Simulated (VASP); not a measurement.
## Co: relaxation of cell and atoms with PBEsol

Crystal: Co.

```
CELL_PARAMETERS angstrom
2.48736 0.00000 0.00000
-1.24368 2.15412 0.00000
0.00000 0.00000 4.06329
ATOMIC_POSITIONS crystal
Co 0.33333 0.66667 0.74014
Co 0.66667 0.33333 0.25986
```

```
Program                : VASP 6.6.1
Task                   : relaxation of cell and atoms
Functional             : PBEsol
Potentials or basis    : VASP PAW PBE potentials, release 64 (Co)
Cutoff                 : 600 eV
k mesh                 : 9 × 9 × 5
Occupations            : fermi-dirac, width 0.05 eV
Spin                   : collinear spin, ferromagnetic start
Starting moments       : [2.0, 2.0] μB
Target pressure        : 5 GPa
Dipole correction      : no
Further INCAR settings : ALGO = Normal; EDIFF = 1e-06; IBRION = 2; EDIFFG = -0.02; NSW = 80; ISIF = 3
```

```
Relaxed volume                                             : 10.10 Å³/atom
Relaxed cell                                               : a = 2.433 Å, b = 2.433 Å, c = 3.942 Å, α = 90.00°, β = 90.00°, γ = 120.00°
Space group after relaxing (to 0.1 Å)                      : P6_3/mmc (No. 194)
Energy change on relaxing (the run minimises the enthalpy) : -29.3 meV/atom
Ionic steps                                                : 9
Pressure after relaxing                                    : 5.0 GPa
Largest force after relaxing                               : 0.005 eV/Å
Net moment                                                 : 3.02 μB per cell
Site moments                                               : Co +1.51 μB
Valence electrons inside the program's atomic spheres      : Co 8.42
```

Forces on the atoms (eV/Å):
```
Co   0.000  0.000  0.005
Co   0.000  0.000 -0.005
```

Stress tensor (GPa, compression positive):
```
5.08 0.00 0.00
0.00 5.08 0.00
0.00 0.00 4.85
```

The path:
```tsv
step	energy change (eV)	largest force (eV/Å)	pressure (GPa)	volume (Å³)
1	0.0000	0.4343	-11.41	21.77
2	0.1656	0.4864	36.97	18.44
3	-0.0426	0.5177	5.62	20.22
4	-0.0417	0.5181	5.96	20.19
5	-0.0558	0.1147	5.81	20.15
6	-0.0562	0.0051	5.98	20.14
7	-0.0562	0.0040	5.96	20.14
8	-0.0612	0.0060	3.67	20.31
9	-0.0586	0.0053	5.00	20.21
```

Final structure:
```xyz
2
Lattice="2.4331 0.0000 0.0000 -1.2166 2.1071 0.0000 0.0000 0.0000 3.9418" Properties=species:S:1:pos:R:3 pbc="T T T"
Co    0.0000    1.4048    2.9560
Co    1.2166    0.7024    0.9858
```

Levels at points of the mesh, in eV from the Fermi level:
Spin up:
```tsv
k point	band 9	band 10	band 11	band 12	band 13	band 14
(0.00, 0.00, 0.00)	-1.89	-0.67	-0.67	-0.19	6.99	22.55
```
Spin down:
| k point | band 3 | band 4 | band 5 | band 6 | band 7 | band 8 | band 9 | band 10 | band 11 | band 12 |
| --- | --- | --- | --- | --- | --- | --- | --- | --- | --- | --- |
| (0.00, 0.00, 0.00) | -1.16 | -1.13 | -1.13 | -0.72 | -0.72 | -0.24 | -0.24 | -0.17 | 1.10 | 1.10 |

Wall time 75 s on 1 thread of Intel(R) Xeon(R) 6975P-C (Granite Rapids) (shared host), peak memory 0.17 GiB.

Caveat: the cell is relaxed towards a set pressure, so the run minimises the enthalpy, not the energy; the PAW data sets were made with another functional, which shifts forces and pressure a little.
